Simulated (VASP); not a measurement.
# Be4Se (C222_1) in VASP: relaxation of cell and atoms with PBE

Aim: the relaxation of cell and atoms of Be4Se with PBE.

Everything below comes from runs of VASP 6.6.1. Logs are shortened: lines on timing, memory, paths and dates and some standing lists are left out, and cuts for length are marked.

## 1. The cell of the first run

The structure is orthorhombic, space group C222_1 (No. 20). Conventional cell: a = 5.216 Å, b = 5.249 Å, c = 9.658 Å, α = 90.00°, β = 90.00°, γ = 90.00°. Be (site symmetry 1) has 5 Be at 2.04 to 2.14 Å and 2 Se at 2.32 Å within 2.7 Å. Within 2.8 Å of Be (site symmetry 1) lie 8 Be at 2.09 to 2.67 Å and 1 Se at 2.37 Å. Se (site symmetry 2) has 6 Be at 2.32 to 2.37 Å within 3.1 Å.

## 2. Relaxation of cell and atoms, PBE

Input file INCAR:

```
ALGO = Normal
EDIFF = 1E-6
EDIFFG = -0.01
ENCUT = 600
GGA = PE
IBRION = 2
ISIF = 3
ISMEAR = 0
LASPH = True
LCHARG = False
LREAL = False
LWAVE = False
NELM = 80
NSW = 100
PREC = Accurate
SIGMA = 0.1
```

Input file KPOINTS:

```
k-points
0
Gamma
  10 10 4
```

Input file POSCAR:

```
Be4Se
1.0
    2.6078224700     -2.6246461331      0.0000000000
    2.6078224700      2.6246461331      0.0000000000
    0.0000000000      0.0000000000      9.6578326588
Be Se
8 2
Direct
    0.2497430752      0.2501336856      0.3943533100
    0.7502569248      0.7498663144      0.8943533100
    0.7489671049      0.2580766588      0.4950542238
    0.2510328951      0.7419233412      0.9950542238
    0.7498663144      0.7502569248      0.1056466900
    0.2501336856      0.2497430752      0.6056466900
    0.7419233412      0.2510328951      0.0049457762
    0.2580766588      0.7489671049      0.5049457762
    0.7499338788      0.2500661212      0.2500000000
    0.2500661212      0.7499338788      0.7500000000
```

Potentials or basis: VASP PAW PBE potentials, release 64 (Be, Se).

The run is started by

```console
$ cat potpaw_PBE.64/Be/POTCAR potpaw_PBE.64/Se/POTCAR > POTCAR
$ mpirun -np 1 vasp_std > vasp.out
```

OUTCAR:

```text
EDIFF = 1E-6
   EDIFFG = -0.01
   ENCUT = 600
   GGA = PE
   IBRION = 2
   ISIF = 3
   ISMEAR = 0
   LASPH = True
   LREAL = False
   NELM = 80
   NSW = 100
   PREC = Accurate

 ion  position               nearest neighbor table
   1  0.250  0.250  0.394-   6 2.04   3 2.09   3 2.09   8 2.13   8 2.14   9 2.32   9 2.32
   2  0.750  0.750  0.894-   5 2.04   4 2.09   4 2.09   7 2.13   7 2.14  10 2.32  10 2.32
   3  0.749  0.258  0.495-   1 2.09   1 2.09   6 2.13   6 2.14   9 2.37
   4  0.251  0.742  0.995-   2 2.09   2 2.09   5 2.13   5 2.14  10 2.37
   5  0.750  0.750  0.106-   2 2.04   7 2.09   7 2.09   4 2.13   4 2.14   9 2.32   9 2.32
   6  0.250  0.250  0.606-   1 2.04   8 2.09   8 2.09   3 2.13   3 2.14  10 2.32  10 2.32
   7  0.742  0.251  0.005-   5 2.09   5 2.09   2 2.13   2 2.14   9 2.37
   8  0.258  0.749  0.505-   6 2.09   6 2.09   1 2.13   1 2.14  10 2.37
   9  0.750  0.250  0.250-   1 2.32   5 2.32   5 2.32   1 2.32   7 2.37   3 2.37
  10  0.250  0.750  0.750-   2 2.32   6 2.32   2 2.32   6 2.32   8 2.37   4 2.37

  LATTYP: Found a base centered orthorhombic cell.
 ALAT       =     5.2156449400
 B/A-ratio  =     1.0064512302
 C/A-ratio  =     1.8517043951

  Lattice vectors:

 A1 = (   2.6078224700,  -2.6246461331,   0.0000000000)
 A2 = (   2.6078224700,   2.6246461331,   0.0000000000)
 A3 = (   0.0000000000,   0.0000000000,   9.6578326588)

Analysis of symmetry for initial positions (statically):
=====================================================================
 Subroutine PRICEL returns:
 Original cell was already a primitive cell.

 Routine SETGRP: Setting up the symmetry group for a
 base centered orthorhombic supercell.

 Subroutine GETGRP returns: Found  4 space group operations
 (whereof  2 operations were pure point group operations)
 out of a pool of  8 trial point group operations.

The static configuration has the point symmetry C_2 .
 The point group associated with its full space group is D_2 .

Analysis of symmetry for dynamics (positions and initial velocities):
=====================================================================
 Subroutine PRICEL returns:
 Original cell was already a primitive cell.

 Routine SETGRP: Setting up the symmetry group for a
 base centered orthorhombic supercell.

 Subroutine GETGRP returns: Found  4 space group operations
 (whereof  2 operations were pure point group operations)
 out of a pool of  8 trial point group operations.

The dynamic configuration has the point symmetry C_2 .
 The point group associated with its full space group is D_2 .

 Subroutine INISYM returns: Found  4 space group operations
 (whereof  2 operations are pure point group operations),
 and found     1 'primitive' translations

----------------------------------------------------------------------------------------

                                     Primitive cell

  volume of cell :     132.2082

  direct lattice vectors                    reciprocal lattice vectors
     2.607822470 -2.624646133  0.000000000     0.191730843 -0.190501871  0.000000000
     2.607822470  2.624646133  0.000000000     0.191730843  0.190501871  0.000000000
     0.000000000  0.000000000  9.657832659     0.000000000  0.000000000  0.103542900

  length of vectors
     3.699933156  3.699933156  9.657832659     0.270280741  0.270280741  0.103542900

  position of ions in fractional coordinates (direct lattice)
     0.249743075  0.250133686  0.394353310
     0.750256925  0.749866314  0.894353310
     0.748967105  0.258076659  0.495054224
     0.251032895  0.741923341  0.995054224
     0.749866314  0.750256925  0.105646690
     0.250133686  0.249743075  0.605646690
     0.741923341  0.251032895  0.004945776
     0.258076659  0.748967105  0.504945776
     0.749933879  0.250066121  0.250000000
     0.250066121  0.749933879  0.750000000

  ion indices of the primitive-cell ions
   primitive index   ion index
                 1           1
                 2           2
                 3           3
                 4           4
                 5           5
                 6           6
                 7           7
                 8           8
                 9           9
                10          10

----------------------------------------------------------------------------------------

 KPOINTS: k-points

Automatic generation of k-mesh.
 Grid dimensions read from file:
 generate k-points for:   10   10    4

 Generating k-lattice:

  Cartesian coordinates                     Fractional coordinates (reciprocal lattice)
     0.019173084 -0.019050187  0.000000000     0.100000000  0.000000000  0.000000000
     0.019173084  0.019050187  0.000000000     0.000000000  0.100000000  0.000000000
     0.000000000  0.000000000  0.025885725     0.000000000  0.000000000  0.250000000

  Length of vectors
     0.027028074  0.027028074  0.025885725

  Shift w.r.t. Gamma in fractional coordinates (k-lattice)
     0.000000000  0.000000000  0.000000000

 Subroutine IBZKPT returns following result:
 ===========================================

 Found     93 irreducible k-points:

 Following reciprocal coordinates:
            Coordinates               Weight
  0.000000  0.000000  0.000000      1.000000
  0.100000 -0.000000  0.000000      4.000000
  0.200000 -0.000000  0.000000      4.000000
  0.300000 -0.000000  0.000000      4.000000
  0.400000  0.000000  0.000000      4.000000
  0.500000 -0.000000  0.000000      2.000000
[... 16 lines left out ...]
  0.300000  0.300000  0.000000      2.000000
  0.400000  0.300000  0.000000      4.000000
 [... further k-points ...]
   k-points           NKPTS =     93   k-points in BZ     NKDIM =     93   number of bands    NBANDS=     20
   number of dos      NEDOS =    301   number of ions     NIONS =     10
   total plane-waves  NPLWV =  72000
   dimension x,y,z NGX =    30 NGY =   30 NGZ =   80
   dimension x,y,z NGXF=    60 NGYF=   60 NGZF=  160
   ions per type =               8   2
   NGX,Y,Z   is equivalent  to a cutoff of  13.48, 13.48, 13.77 a.u.
   NGXF,Y,Z  is equivalent  to a cutoff of  26.96, 26.96, 27.54 a.u.
 SYSTEM =  unknown system
   PREC   = accura    normal or accurate (medium, high low for compatibility)
   ISTART =      0    job   : 0-new  1-cont  2-samecut
   ICHARG =      2    charge: 1-file 2-atom 10-const
   ISPIN  =      1    spin polarized calculation?
   LNONCOLLINEAR =      F non collinear calculations
   LSORBIT =      F    spin-orbit coupling
   LASPH  =      T    aspherical Exc in radial PAW
   ENCUT  =  600.0 eV  44.10 Ry    6.64 a.u.   7.39  7.39 19.29*2*pi/ulx,y,z
   NELM   =     80;   NELMIN=  2; NELMDL= -5     # of ELM steps
   EDIFF  = 0.1E-05   stopping-criterion for ELM
   LREAL  =      F    real-space projection
   EDIFFG = -.1E-01   stopping-criterion for IOM
   NSW    =    100    number of steps for IOM
   IBRION =      2    ionic relax: 0-MD 1-quasi-New 2-CG
   NFREE  =      1    steps in history (QN), initial steepest desc. (CG)
   ISIF   =      3    stress and relaxation
   ISYM   =      2    0-nonsym 1-usesym 2-fastsym
   POTIM  = 0.5000    time-step for ionic-motion
   TEBEG  =    0.0;   TEEND  =   0.0 temperature during run
   PSTRESS=    0.0 pullay stress
   NELECT =      28.0000    total number of electrons
   NUPDOWN=      -1.0000    fix difference up-down
   EMIN   =  10.00;   EMAX   =-10.00  energy-range for DOS
   EFERMI =   0.00;   METHOD = LEGACY
   ISMEAR =     0;   SIGMA  =   0.10  broadening in eV -4-tet -1-fermi 0-gaus
   EFERMI_NEDOS =   21; number of points for ismear=-14 and -15
   IALGO  =     38    algorithm
   IMIX   =      4    mixing-type and parameters
     AMIX     =   0.40;   BMIX     =  1.00
     AMIX_MAG =   1.60;   BMIX_MAG =  1.00
  volume/ion in A,a.u.               =      13.22        89.22
  Fermi-wavevector in a.u.,A,eV,Ry     =   0.975831  1.844054 12.956100  0.952246
  Thomas-Fermi vector in A             =   2.106402
   LORBIT       =      0    0 simple, 1 ext, 2 COOP (PROOUT), +10 PAW based schemes
   GGA     = PE    functional components
   LHFCALC =     F    Hartree Fock is set to
   AEXX    =    0.0000 exact exchange contribution
   IVDW    =     0    specifies the selected vdW correction
   LEPSILON=     F    determine dielectric tensor
   LRPA    =     F    only Hartree local field effects (RPA)
 conjugate gradient relaxation of ions
 non-spin polarized calculation
 Gauss-broadening in eV      SIGMA  =   0.10
  energy-cutoff  :      600.00
  volume of cell :      132.21
 maximum number of plane-waves:      4453
 NGX is ok and might be reduce to    30
   NGX = 15   NGY = 15   NGZ = 39

--------------------------------------- Ionic step        1  -------------------------------------------

 number of electron      28.0000001 magnetization

 Free energy of the ion-electron system (eV)
  ---------------------------------------------------
  ext. energy  EPLUGINS =         0.00000000
  ---------------------------------------------------
  free energy    TOTEN  =       -34.37645943 eV

  energy without entropy =      -34.36379754  energy(sigma->0) =      -34.37012849

------------------------ aborting loop because EDIFF is reached ----------------------------------------

  FORCE on cell =-STRESS in cart. coord.  units (eV):
  Direction    XX          YY          ZZ          XY          YZ          ZX
  --------------------------------------------------------------------------------------
  -------------------------------------------------------------------------------------
  Total        0.2947919      0.2098329     -0.3143261      0.0000000      0.0000000      0.0000000
  in kB        3.5724627      2.5428793     -3.8091891      0.0000000      0.0000000      0.0000000
  external PRESSURE =       0.7687176 kB  Pullay stress =       0.0000000 kB
[... 117 lines left out ...]
  energy  without entropy=      -34.3646347313  energy(sigma->0) =      -34.37103337

--------------------------------------- Ionic step        4  -------------------------------------------

 number of electron      28.0000000 magnetization

 Free energy of the ion-electron system (eV)
  ---------------------------------------------------
  ext. energy  EPLUGINS =         0.00000000
  ---------------------------------------------------
  free energy    TOTEN  =       -34.37748705 eV

  energy without entropy =      -34.36468464  energy(sigma->0) =      -34.37108584

 E-fermi :   4.5704     XC(G=0):  -9.4351

 val. band max:        4.5642628932   @ k =  -0.1000   0.1000   0.2500
 cond. band min:       4.5766283684   @ k =  -0.3000   0.1000   0.2500
 fundamental gap:      0.0123654753
 Fermi energy:         4.5703798347

 k-point     1 :       0.0000    0.0000    0.0000
  band No.  band energies     occupation
      1     -10.4779      2.00000
      2     -10.3691      2.00000
      3      -4.4954      2.00000
      4      -2.3198      2.00000
      5      -2.2094      2.00000
      6       0.4573      2.00000
[... 12 lines left out ...]
     19       7.1349      0.00000
[... 513 lines left out ...]
      4      -2.2960      2.00000
      5      -1.9473      2.00000
      6      -1.6748      2.00000
[... 12 lines left out ...]
     19       7.9219      0.00000
     20       8.8801      0.00000

 [... further k-points ...]

------------------------ aborting loop because EDIFF is reached ----------------------------------------

  FORCE on cell =-STRESS in cart. coord.  units (eV):
  Direction    XX          YY          ZZ          XY          YZ          ZX
  --------------------------------------------------------------------------------------
  -------------------------------------------------------------------------------------
  Total        0.0276909     -0.0414251      0.0142877      0.0000000      0.0000000      0.0000000
  in kB        0.3349886     -0.5011364      0.1728443      0.0000000      0.0000000      0.0000000
  external PRESSURE =       0.0022322 kB  Pullay stress =       0.0000000 kB
[... 25 lines left out ...]
  FREE ENERGIE OF THE ION-ELECTRON SYSTEM (eV)
  ---------------------------------------------------
  free  energy   TOTEN  =       -34.3774870453 eV

  energy  without entropy=      -34.3646846414  energy(sigma->0) =      -34.37108584

 reached required accuracy - stopping structural energy minimisation
```

Run time: 6.7 min. Hardware: 1 thread of Intel Xeon 6975P-C (Granite Rapids), shared host; peak memory 0.44 GiB.

Results:

```yaml
Free_energy: -34.3775 eV
Relaxed_volume: 13.24 Å³/atom
Relaxed_cell: a = 3.707 Å, b = 3.707 Å, c = 9.637 Å, α = 90.00°, β = 90.00°, γ = 90.31°
Space_group_after_relaxing_to_0.1_Å: I-4m2 (No. 119)
Energy_gained_by_relaxing: 0.1 meV/atom
Ionic_steps: 4
Pressure_after_relaxing: 0.0 GPa
Largest_force_after_relaxing: 0.006 eV/Å
Band_gap_on_the_k_mesh: zero (bands 14 and 15 overlap by 2.25 eV)
```

Forces in eV/Å, atoms in the order of the input:
```
Be   0.004 -0.004  0.000
Be  -0.004  0.004  0.000
Be  -0.001 -0.005  0.003
Be   0.001  0.005  0.003
Be  -0.004 -0.004  0.000
Be   0.004  0.004  0.000
Be   0.001 -0.005 -0.003
Be  -0.001  0.005 -0.003
Se   0.000 -0.005  0.000
Se   0.000  0.005  0.000
```

The path:
```csv
step,energy change (eV),largest force (eV/Å),pressure (GPa),volume (Å³)
1,0.0000,0.0231,0.08,132.21
2,-0.0009,0.0122,0.05,132.33
3,-0.0010,0.0130,0.02,132.39
4,-0.0010,0.0059,0.00,132.44
```

Final structure:
```yaml
crystal:
  lattice:
    - [2.61432, -2.62845, 0.00000]
    - [2.61432, 2.62845, 0.00000]
    - [0.00000, 0.00000, 9.63674]
  atoms:
    - { symbol: Be, position: [0.25003, 0.24975, 0.39434] }
    - { symbol: Be, position: [0.74997, 0.75025, 0.89434] }
    - { symbol: Be, position: [0.74942, 0.25795, 0.49511] }
    - { symbol: Be, position: [0.25058, 0.74205, 0.99511] }
    - { symbol: Be, position: [0.75025, 0.74997, 0.10566] }
    - { symbol: Be, position: [0.24975, 0.25003, 0.60566] }
    - { symbol: Be, position: [0.74205, 0.25058, 0.00489] }
    - { symbol: Be, position: [0.25795, 0.74942, 0.50489] }
    - { symbol: Se, position: [0.74999, 0.25001, 0.25000] }
    - { symbol: Se, position: [0.25001, 0.74999, 0.75000] }
```

Levels at points of the mesh, in eV from the Fermi level:
```
           k point  band 12  band 13  band 14  band 15  band 16  band 17
(0.00, 0.00, 0.00)    -1.64    -0.62     0.61     0.62     0.94     1.98
(0.50, 0.00, 0.00)    -3.21     0.12     0.16     1.90     1.98     2.85
(0.50, 0.50, 0.00)    -3.09    -1.60    -1.60    -1.34    -1.33     0.67
(0.00, 0.00, 0.50)    -0.62    -0.61    -0.61     0.45     0.45     2.21
(0.50, 0.00, 0.50)    -2.36     0.12     0.12     0.80     0.80     3.03
(0.50, 0.50, 0.50)    -2.57    -2.48    -2.48    -1.58    -1.58     1.59
```
